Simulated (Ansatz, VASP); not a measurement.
# CdF2: VASP beside Ansatz

POSCAR

```
CdF2
1.0
    0.0000000000      2.6940000000      2.6940000000
    2.6940000000      0.0000000000      2.6940000000
    2.6940000000      2.6940000000      0.0000000000
Cd F
1 2
Direct
    0.0162397921     -0.0162397921      0.0162397921
    0.2500000000      0.2500000000      0.2500000000
    0.7500000000      0.7500000000      0.7500000000
```

The input INCAR.step1:

```
SYSTEM = CdF2
  PREC = Accurate
  ENCUT = 520
  ISMEAR = 0
  SIGMA = 0.05
  LREAL = .FALSE.
  LASPH = .TRUE.
  NELM = 80
  NBANDS = 20
  GGA = PE
  ALGO = Normal
  EDIFF = 1E-4
  LWAVE = .TRUE.
  LCHARG = .FALSE.
```

File INCAR.step2:

```
SYSTEM = CdF2
  PREC = Accurate
  ENCUT = 520
  EDIFF = 1E-6
  ISMEAR = 0
  SIGMA = 0.05
  LREAL = .FALSE.
  LASPH = .TRUE.
  NELM = 80
  ALGO = Normal
  ISIF = 2
  LWAVE = .FALSE.
  LCHARG = .FALSE.
  METAGGA = R2SCAN
  LMIXTAU = .TRUE.
  NBANDS = 20
  ISTART = 1
```

KPOINTS

```
Automatic mesh
0
G
  8 8 8
  0 0 0
```

Input for Ansatz:

```yaml
crystal:
  lattice:
    - [0.0, 2.694, 2.694]
    - [2.694, 0.0, 2.694]
    - [2.694, 2.694, 0.0]
  atoms:
    - { symbol: Cd, position: [0.0162397921, -0.0162397921, 0.0162397921] }
    - { symbol: F, position: [0.25, 0.25, 0.25] }
    - { symbol: F, position: [0.75, 0.75, 0.75] }
basis:
  ecutwfc: 500
kpoints:
  mp_grid: { grid: [8, 8, 8] }
hamiltonian:
  xc: r2scan
scf:
  occupations: { method: gaussian, width: 0.05 }
output:
  forces: true
  stress: true
  eigenvalues: true
```

Change from the starting cell: all Cd atoms moved +0.087 Å, as atom 1 along Cartesian [0 1 0].

Alike in both runs: task single point; functional r2SCAN; k mesh 8 × 8 × 8; occupations gaussian, width 0.05 eV; no spin polarisation.

|  | VASP | Ansatz |
| --- | --- | --- |
| version | VASP 6.6.1 | Ansatz 0.2.0 |
| potentials or method | VASP PAW PBE potentials, release 64 (Cd, F), cutoff 520 eV | scalar-relativistic, plane waves, PAW |
| valence electrons in the cell | 26 | 34 |

|  | VASP | Ansatz | Ansatz less VASP |
| --- | --- | --- | --- |
| gap on the k mesh at the Fermi level (eV) | 3.74 | 3.79 | +0.046 |
| least direct gap on the mesh (eV) | 4.25 | 4.30 | +0.054 |
| pressure (GPa) | 1.5 | 0.5 | -1.01 |
| traceless stress, the component that is largest in VASP (GPa) | -0.25 | -0.21 | +0.037 |
| rms of the force components (eV/Å) | 0.211 | 0.188 | -0.0231 |

VASP's potentials were made for PBE, not for r2SCAN. Atom by atom the forces differ by 0.023 eV/Å (rms over components). With one functional, cell and mesh, what is left measures potentials, basis and numerics. VASP's potentials hold 26 valence electrons a cell and Ansatz's 34, so a difference there can come from the potentials and not from the codes.
